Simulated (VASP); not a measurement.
# Te2Mo (P4_2/mnm) in VASP: single point with PBE-based screened hybrid

Aim: the single point of Te2Mo with PBE-based screened hybrid.

All numbers are computed with VASP 6.6.1; they aren't measurements. Logs are shortened: lines on timing, memory, paths and dates and some standing lists are left out, and cuts for length are marked.

## (1) The cell of the first run

Symmetry: P4_2/mnm, No. 136, tetragonal system. The conventional cell has a = 6.642 Å, b = 6.642 Å, c = 3.627 Å, α = 90.00°, β = 90.00°, γ = 90.00°. Mo (site symmetry mmm) has 6 Te at 2.69 to 2.71 Å within 3.5 Å. Te (site symmetry m2m) has 3 Mo at 2.69 to 2.71 Å within 3.5 Å.

## (2) Single point, PBE-based screened hybrid

The input, POSCAR:

```
Te2Mo
1.0
    6.6419834218      0.0000000000      0.0000000000
    0.0000000000      6.6419834218      0.0000000000
    0.0000000000      0.0000000000      3.6274815994
Mo Te
2 4
Direct
    0.0000000000      0.0000000000      0.0000000000
    0.5000000000      0.5000000000      0.5000000000
    0.2863161999      0.2863161999      0.0000000000
    0.2136838001      0.7863161999      0.5000000000
    0.7863161999      0.2136838001      0.5000000000
    0.7136838001      0.7136838001      0.0000000000
```

The input, INCAR.step1:

```
SYSTEM = Te2Mo
PREC     = Accurate       ! precision mode
ENCUT    = 520            ! plane-wave cutoff, eV
EDIFF    = 1E-5           ! SCF threshold, eV
ISMEAR   = -1             ! smearing method
SIGMA    = 0.02           ! smearing width, eV
LREAL    = .False.        ! projectors in reciprocal space
LASPH    = .True.         ! aspherical terms in the spheres
NELM     = 80             ! most SCF steps
ALGO     = Normal         ! electronic algorithm
ISIF     = 2              ! what is computed and relaxed
LWAVE    = .True.         ! write WAVECAR
NBANDS   = 35             ! bands
GGA      = PE             ! functional
```

The input, INCAR.step2:

```
SYSTEM = Te2Mo
PREC     = Accurate       ! precision mode
ENCUT    = 520            ! plane-wave cutoff, eV
EDIFF    = 1E-6           ! SCF threshold, eV
ISMEAR   = -1             ! smearing method
SIGMA    = 0.02           ! smearing width, eV
LREAL    = .False.        ! projectors in reciprocal space
LASPH    = .True.         ! aspherical terms in the spheres
NELM     = 80             ! most SCF steps
ALGO     = Normal         ! electronic algorithm
ISIF     = 2              ! what is computed and relaxed
LWAVE    = .False.        ! write WAVECAR
LCHARG   = .True.         ! write CHGCAR
GGA      = PE             ! functional
LHFCALC  = .True.         ! exact exchange
AEXX     = 0.5            ! exact-exchange fraction
HFSCREEN = 0.5            ! screening, 1/A
PRECFOCK = Fast         
LELF     = .True.         ! ELF
LVHAR    = .True.       
NBANDS   = 35             ! bands
ISTART   = 1
```

The input, KPOINTS:

```
regular mesh
0
Gamma
  2 2 4
  0 0 0
```

Potentials or basis: VASP PAW PBE potentials, release 64 (Mo_sv, Te).

Command:

```
$ cat potpaw_PBE.64/Mo_sv/POTCAR potpaw_PBE.64/Te/POTCAR > POTCAR
$ cp INCAR.step1 INCAR
$ mpirun -np 1 vasp_std > vasp.out
$ cp INCAR.step2 INCAR
$ mpirun -np 1 vasp_std > vasp.out
```

OUTCAR:

```text
SYSTEM = Te2Mo
   PREC = Accurate
   ENCUT = 520
   EDIFF = 1E-6
   ISMEAR = -1
   LREAL = .False.
   LASPH = .True.
   NELM = 80
   ISIF = 2
   GGA = PE
   LHFCALC = .True.
   AEXX = 0.5
   HFSCREEN = 0.5
   PRECFOCK = Fast
   ISTART = 1

 ion  position               nearest neighbor table
   1  0.000  0.000  0.000-   3 2.69   6 2.69   5 2.71   4 2.71   4 2.71   5 2.71
   2  0.500  0.500  0.500-   4 2.69   5 2.69   3 2.71   6 2.71   3 2.71   6 2.71
   3  0.286  0.286  0.000-   1 2.69   2 2.71   2 2.71
   4  0.214  0.786  0.500-   2 2.69   1 2.71   1 2.71
   5  0.786  0.214  0.500-   2 2.69   1 2.71   1 2.71
   6  0.714  0.714  0.000-   1 2.69   2 2.71   2 2.71

  LATTYP: Found a simple tetragonal cell.
 ALAT       =     6.6419834218
 C/A-ratio  =     0.5461443321

  Lattice vectors:

 A1 = (   6.6419834218,   0.0000000000,   0.0000000000)
 A2 = (   0.0000000000,   6.6419834218,   0.0000000000)
 A3 = (   0.0000000000,   0.0000000000,   3.6274815994)

Analysis of symmetry for initial positions (statically):
=====================================================================
 Subroutine PRICEL returns:
 Original cell was already a primitive cell.

 Routine SETGRP: Setting up the symmetry group for a
 simple tetragonal supercell.

 Subroutine GETGRP returns: Found 16 space group operations
 (whereof  8 operations were pure point group operations)
 out of a pool of 16 trial point group operations.

The static configuration has the point symmetry D_2h.
 The point group associated with its full space group is D_4h.

Analysis of symmetry for dynamics (positions and initial velocities):
=====================================================================
 Subroutine PRICEL returns:
 Original cell was already a primitive cell.

 Routine SETGRP: Setting up the symmetry group for a
 simple tetragonal supercell.

 Subroutine GETGRP returns: Found 16 space group operations
 (whereof  8 operations were pure point group operations)
 out of a pool of 16 trial point group operations.

The dynamic configuration has the point symmetry D_2h.
 The point group associated with its full space group is D_4h.

 Subroutine INISYM returns: Found 16 space group operations
 (whereof  8 operations are pure point group operations),
 and found     1 'primitive' translations

----------------------------------------------------------------------------------------

                                     Primitive cell

  volume of cell :     160.0298

  direct lattice vectors                    reciprocal lattice vectors
     6.641983422  0.000000000  0.000000000     0.150557437  0.000000000  0.000000000
     0.000000000  6.641983422  0.000000000     0.000000000  0.150557437  0.000000000
     0.000000000  0.000000000  3.627481599     0.000000000  0.000000000  0.275673349

  length of vectors
     6.641983422  6.641983422  3.627481599     0.150557437  0.150557437  0.275673349

  position of ions in fractional coordinates (direct lattice)
     0.000000000  0.000000000  0.000000000
     0.500000000  0.500000000  0.500000000
     0.286316200  0.286316200  0.000000000
     0.213683800  0.786316200  0.500000000
     0.786316200  0.213683800  0.500000000
     0.713683800  0.713683800  0.000000000

  ion indices of the primitive-cell ions
   primitive index   ion index
                 1           1
                 2           2
                 3           3
                 4           4
                 5           5
                 6           6

----------------------------------------------------------------------------------------

 KPOINTS: regular mesh

Automatic generation of k-mesh.
 Grid dimensions read from file:
 generate k-points for:    2    2    4

 Generating k-lattice:

  Cartesian coordinates                     Fractional coordinates (reciprocal lattice)
     0.075278718  0.000000000  0.000000000     0.500000000  0.000000000  0.000000000
     0.000000000  0.075278718  0.000000000     0.000000000  0.500000000  0.000000000
     0.000000000  0.000000000  0.068918337     0.000000000  0.000000000  0.250000000

  Length of vectors
     0.075278718  0.075278718  0.068918337

  Shift w.r.t. Gamma in fractional coordinates (k-lattice)
     0.000000000  0.000000000  0.000000000

 Subroutine IBZKPT returns following result:
 ===========================================

 Found      9 irreducible k-points:

 Following reciprocal coordinates:
            Coordinates               Weight
  0.000000  0.000000  0.000000      1.000000
  0.500000  0.000000  0.000000      2.000000
  0.500000  0.500000  0.000000      1.000000
  0.000000  0.000000  0.250000      2.000000
  0.500000  0.000000  0.250000      4.000000
  0.500000  0.500000  0.250000      2.000000
  0.000000  0.000000  0.500000      1.000000
  0.500000  0.000000  0.500000      2.000000
  0.500000  0.500000  0.500000      1.000000
   k-points           NKPTS =      9   k-points in BZ     NKDIM =     16   number of bands    NBANDS=     35
   number of dos      NEDOS =    301   number of ions     NIONS =      6
   total plane-waves  NPLWV =  70000
   dimension x,y,z NGX =    50 NGY =   50 NGZ =   28
   dimension x,y,z NGXF=   100 NGYF=  100 NGZF=   56
   ions per type =               2   4
   NGX,Y,Z   is equivalent  to a cutoff of  12.51, 12.51, 12.83 a.u.
   NGXF,Y,Z  is equivalent  to a cutoff of  25.03, 25.03, 25.66 a.u.
 SYSTEM =  Te2Mo
   PREC   = accura    normal or accurate (medium, high low for compatibility)
   ISTART =      1    job   : 0-new  1-cont  2-samecut
   ICHARG =      0    charge: 1-file 2-atom 10-const
   ISPIN  =      1    spin polarized calculation?
   LNONCOLLINEAR =      F non collinear calculations
   LSORBIT =      F    spin-orbit coupling
   LASPH  =      T    aspherical Exc in radial PAW
   ENCUT  =  520.0 eV  38.22 Ry    6.18 a.u.  12.35 12.35  6.74*2*pi/ulx,y,z
   NELM   =     80;   NELMIN=  2; NELMDL=  0     # of ELM steps
   EDIFF  = 0.1E-05   stopping-criterion for ELM
   LREAL  =      F    real-space projection
   EDIFFG = 0.1E-04   stopping-criterion for IOM
   NSW    =      0    number of steps for IOM
   IBRION =     -1    ionic relax: 0-MD 1-quasi-New 2-CG
   NFREE  =      0    steps in history (QN), initial steepest desc. (CG)
   ISIF   =      2    stress and relaxation
   ISYM   =      3    0-nonsym 1-usesym 2-fastsym
   POTIM  = 0.5000    time-step for ionic-motion
   TEBEG  =    0.0;   TEEND  =   0.0 temperature during run
   PSTRESS=    0.0 pullay stress
   NELECT =      52.0000    total number of electrons
   NUPDOWN=      -1.0000    fix difference up-down
   EMIN   =  10.00;   EMAX   =-10.00  energy-range for DOS
   EFERMI =   0.00;   METHOD = LEGACY
   ISMEAR =    -1;   SIGMA  =   0.02  broadening in eV -4-tet -1-fermi 0-gaus
   EFERMI_NEDOS =   21; number of points for ismear=-14 and -15
   IALGO  =     38    algorithm
   IMIX   =      1    mixing-type and parameters
     AMIX     =   0.40;   BMIX     =  1.00
     AMIX_MAG =   1.60;   BMIX_MAG =  1.00
  volume/ion in A,a.u.               =      26.67       179.99
  Fermi-wavevector in a.u.,A,eV,Ry     =   1.125492  2.126871 17.234933  1.266732
  Thomas-Fermi vector in A             =   2.262169
   LORBIT       =      0    0 simple, 1 ext, 2 COOP (PROOUT), +10 PAW based schemes
   GGA     = PE    functional components
   LHFCALC =     T    Hartree Fock is set to
   PRECFOCK=fast      Normal, Fast or Accurate (Low or Medium for compatibility)
   ENCUT4O =  -1.0   cutoff for four orbital integrals eV
   NKREDX  =     1    reduce k-point grid by
   NKREDY  =     1    reduce k-point grid by
   NKREDZ  =     1    reduce k-point grid by
   AEXX    =    0.5000 exact exchange contribution
   HFSCREEN=    0.5000 screening length (either q_TF or 0.3 A-1)
   HFSCREENC=   0.5000 screening length for correlation (either q_TF or 0.3 A-1)
   ENCUTFOCK=  -1.0 apply spherical cutoff to Coloumb kernel
   IVDW    =     0    specifies the selected vdW correction
   LEPSILON=     F    determine dielectric tensor
   LRPA    =     F    only Hartree local field effects (RPA)
 non-spin polarized calculation
  energy-cutoff  :      520.00
  volume of cell :      160.03
 maximum number of plane-waves:      4333
 NGX is ok and might be reduce to    50
  NGX = 30; NGY = 30; NGZ = 16

 number of electron      52.0000001 magnetization

 Free energy of the ion-electron system (eV)
  ---------------------------------------------------
  ext. energy  EPLUGINS =         0.00000000
  ---------------------------------------------------
  free energy    TOTEN  =       -41.36012261 eV

  energy without entropy =      -41.34093071  energy(sigma->0) =      -41.35052666

 E-fermi :   7.4134     XC(G=0):  -7.4850

 val. band max:        7.3874538667   @ k =   0.5000   0.5000   0.5000
 cond. band min:       7.4172560152   @ k =   0.5000   0.0000   0.2500
 fundamental gap:      0.0298021485
 Fermi energy:         7.4134215703

 k-point     1 :       0.0000    0.0000    0.0000
  band No.  band energies     occupation
      1     -60.9555      2.00000
      2     -60.9546      2.00000
      3     -32.4417      2.00000
      4     -32.4411      2.00000
      5     -32.3708      2.00000
      6     -32.3701      2.00000
[... 27 lines left out ...]
     34      11.7350      0.00000
     35      12.9553      0.00000

 k-point     2 :       0.5000    0.0000    0.0000
  band No.  band energies     occupation
      1     -60.9554      2.00000
      2     -60.9546      2.00000
      3     -32.4417      2.00000
      4     -32.4410      2.00000
      5     -32.3709      2.00000
      6     -32.3702      2.00000
[... 27 lines left out ...]
     34      11.1575      0.00000
     35      12.8618      0.00000

 k-point     3 :       0.5000    0.5000    0.0000
  band No.  band energies     occupation
      1     -60.9554      2.00000
      2     -60.9546      2.00000
      3     -32.4418      2.00000
      4     -32.4411      2.00000
      5     -32.3708      2.00000
      6     -32.3701      2.00000
[... 27 lines left out ...]
     34      11.6211      0.00000
     35      13.1349      0.00000

 k-point     4 :       0.0000    0.0000    0.2500
  band No.  band energies     occupation
      1     -60.9523      2.00000
      2     -60.9515      2.00000
      3     -32.4336      2.00000
      4     -32.4329      2.00000
      5     -32.3676      2.00000
      6     -32.3669      2.00000
[... 27 lines left out ...]
     34      11.1456      0.00000
     35      11.7572      0.00000

 k-point     5 :       0.5000    0.0000    0.2500
  band No.  band energies     occupation
      1     -60.9523      2.00000
      2     -60.9515      2.00000
      3     -32.4336      2.00000
      4     -32.4329      2.00000
      5     -32.3677      2.00000
      6     -32.3670      2.00000
[... 27 lines left out ...]
     34      11.6524      0.00000
     35      13.5666      0.00000

 k-point     6 :       0.5000    0.5000    0.2500
  band No.  band energies     occupation
      1     -60.9523      2.00000
      2     -60.9515      2.00000
      3     -32.4337      2.00000
      4     -32.4330      2.00000
      5     -32.3676      2.00000
      6     -32.3669      2.00000
[... 27 lines left out ...]
     34      10.3560      0.00000
     35      13.8348      0.00000

 k-point     7 :       0.0000    0.0000    0.5000
  band No.  band energies     occupation
      1     -60.9491      2.00000
      2     -60.9484      2.00000
      3     -32.4254      2.00000
      4     -32.4248      2.00000
      5     -32.3644      2.00000
      6     -32.3637      2.00000
[... 27 lines left out ...]
     34      10.8777      0.00000
     35      12.6131      0.00000

 k-point     8 :       0.5000    0.0000    0.5000
  band No.  band energies     occupation
      1     -60.9491      2.00000
      2     -60.9484      2.00000
      3     -32.4255      2.00000
      4     -32.4248      2.00000
      5     -32.3644      2.00000
      6     -32.3637      2.00000
[... 27 lines left out ...]
     34      12.0054      0.00000
     35      12.5663      0.00000

 k-point     9 :       0.5000    0.5000    0.5000
  band No.  band energies     occupation
      1     -60.9491      2.00000
      2     -60.9484      2.00000
      3     -32.4255      2.00000
      4     -32.4248      2.00000
      5     -32.3644      2.00000
      6     -32.3637      2.00000
[... 27 lines left out ...]
     34      11.2372      0.00000
     35      11.3493      0.00000

------------------------ aborting loop because EDIFF is reached ----------------------------------------

  FORCE on cell =-STRESS in cart. coord.  units (eV):
  Direction    XX          YY          ZZ          XY          YZ          ZX
  --------------------------------------------------------------------------------------
  -------------------------------------------------------------------------------------
  Total       -3.6120024     -3.6120024     -2.9232513     -0.0000000      0.0000000      0.0000000
  in kB      -36.1624481    -36.1624481    -29.2668469     -0.0000000      0.0000000      0.0000000
  external PRESSURE =     -33.8639143 kB  Pullay stress =       0.0000000 kB

 VOLUME and BASIS-vectors are now :
 -----------------------------------------------------------------------------
  energy-cutoff  :      520.00
  volume of cell :      160.03
      direct lattice vectors                 reciprocal lattice vectors
     6.641983422  0.000000000  0.000000000     0.150557437  0.000000000  0.000000000
     0.000000000  6.641983422  0.000000000     0.000000000  0.150557437  0.000000000
     0.000000000  0.000000000  3.627481599     0.000000000  0.000000000  0.275673349

 POSITION                                       TOTAL-FORCE (eV/Angst)
 -----------------------------------------------------------------------------------
      0.00000      0.00000      0.00000         0.000000     -0.000000      0.000000
      3.32099      3.32099      1.81374         0.000000     -0.000000      0.000000
      1.90171      1.90171      0.00000         0.093666      0.093666      0.000000
      1.41928      5.22270      1.81374        -0.093666      0.093666     -0.000000
      5.22270      1.41928      1.81374         0.093666     -0.093666      0.000000
      4.74028      4.74028      0.00000        -0.093666     -0.093666     -0.000000
 -----------------------------------------------------------------------------------
    total drift:                               -0.000001     -0.000001     -0.000003

  FREE ENERGIE OF THE ION-ELECTRON SYSTEM (eV)
  ---------------------------------------------------
  free  energy   TOTEN  =       -41.3601226073 eV

  energy  without entropy=      -41.3409307107  energy(sigma->0) =      -41.35052666
```

It took 29 min on 1 thread of Intel Xeon Platinum 8488C (Sapphire Rapids), shared host; peak memory 0.39 GiB.

Results:

| Quantity | Value |
| --- | --- |
| Free energy | -41.3601 eV |
| Pressure | -3.4 GPa |
| Largest force | 0.132 eV/Å |
| Band gap on the k mesh | zero (band 26 reaches 7.76 eV, above the bottom of band 27 at 7.25 eV) |

Forces on the atoms (eV/Å):
```
Mo   0.000  0.000  0.000
Mo   0.000  0.000  0.000
Te   0.094  0.094  0.000
Te  -0.094  0.094  0.000
Te   0.094 -0.094  0.000
Te  -0.094 -0.094  0.000
```

Caveat: the k points lie up to 0.47 Å⁻¹ apart; the PAW data sets were made with another functional, which shifts forces and pressure a little; spin-orbit coupling is left out, which moves the levels of the heavy elements.
